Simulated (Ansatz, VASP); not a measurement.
## CuSi8Ni8 in VASP and in Ansatz

```xyz
17
Lattice="0.0000 3.3971 5.5985 5.1384 0.0000 5.5985 5.1384 3.3971 0.0000" Properties=species:S:1:pos:R:3 pbc="T T T"
Si    4.1732    2.7419    3.4481
Si    9.3117    5.7555    9.0466
Si    0.9041    0.8516    2.3961
Si    6.3507    4.2487    7.5846
Si    6.7748    2.4923    5.1181
Si    1.6363    2.6081    5.1181
Si    8.6168    4.2487    6.1152
Si    3.4209    4.2487    5.8552
Ni    2.5688    0.8516    3.9788
Ni    7.6149    4.2487    9.3875
Ni    2.5411    2.4834    1.7316
Ni    7.6795    6.0140    7.3301
Ni    5.1262    0.8517    4.5761
Ni    5.3110    4.2487    4.6664
Ni    5.1169    2.4519    6.6310
Ni    5.1169    6.0455    6.6309
Cu    4.1996    4.2487    7.9253
```

Alike in both runs: functional PBE; k mesh 4 × 4 × 4; occupations methfessel-paxton of order 1, width 0.1 eV; no spin polarisation.

Ansatz relaxed the structure, and its values are those at the end. VASP's run is a single point on that final structure, the one shown.

|  | VASP | Ansatz |
| --- | --- | --- |
| version | VASP 6.6.1 | Ansatz 0.2.0 |
| potentials or method | VASP PAW PBE potentials, release 64 (Si, Ni, Cu), cutoff 520 eV | plane-wave PAW DFT |
| valence electrons in the cell | 123 | 195 |

|  | VASP | Ansatz | Ansatz less VASP |
| --- | --- | --- | --- |
| rms of the force components (eV/Å) | 0.009 | 0.002 | -0.0070 |

VASP's potentials hold 123 valence electrons a cell and Ansatz's 195, so a difference there can come from the potentials and not from the codes.
